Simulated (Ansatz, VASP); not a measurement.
# One calculation of V, two programs

File INCAR:

```
PREC = Accurate ; ENCUT = 520
EDIFF = 1E-6 ; ISMEAR = 0
SIGMA = 0.15 ; LREAL = False
LASPH = True ; NELM = 80
ALGO = Normal ; ISIF = 2
LWAVE = False ; LCHARG = False
GGA = PS ; NBANDS = 12
```

KPOINTS

```
regular mesh
0
Gamma
  22 22 22
```

POSCAR

```
V
1.0
   -1.5583900000      1.5583900000      1.5583900000
    1.5583900000     -1.5583900000      1.5583900000
    1.5583900000      1.5583900000     -1.5583900000
V
1
Direct
    0.0000000000      0.0000000000      0.0000000000
```

Input for Ansatz:

```yaml
crystal:
  lattice:
    - [-1.55839, 1.55839, 1.55839]
    - [1.55839, -1.55839, 1.55839]
    - [1.55839, 1.55839, -1.55839]
  atoms:
    - { symbol: V, position: [0.0, 0.0, 0.0] }
basis:
  ecutwfc: 420
kpoints:
  mp_grid: { grid: [22, 22, 22] }
hamiltonian:
  xc: pbesol
scf:
  occupations: { method: gaussian, width: 0.15 }
output:
  forces: true
  stress: true
  eigenvalues: true
```

Change from the starting cell: strain +0.030 along x and y, +0.030 along z, atoms carried along.

Alike in both runs: task single point; functional PBEsol; k mesh 22 × 22 × 22; occupations gaussian, width 0.15 eV; no spin polarisation.

```csv
,VASP,Ansatz
version,VASP 6.6.1,Ansatz 0.2.0
potentials or method,"VASP PAW PBE potentials, release 64 (V_sv), cutoff 520 eV","scalar-relativistic, plane waves, PAW"
valence electrons in the cell,13,13
```

VASP gave:

| Property | Result |
| --- | --- |
| gap on the k mesh at the Fermi level (eV) | none |
| pressure (GPa) | -22.5 |

Q: Which values does Ansatz return?

A: gap on the k mesh at the Fermi level (eV): none; pressure (GPa): -22.7.

VASP's potentials were made for PBE, not for PBEsol. A gap of «none» marks a metal or a gap that the smearing closes. With one functional, cell and mesh, what is left measures potentials, basis and numerics.
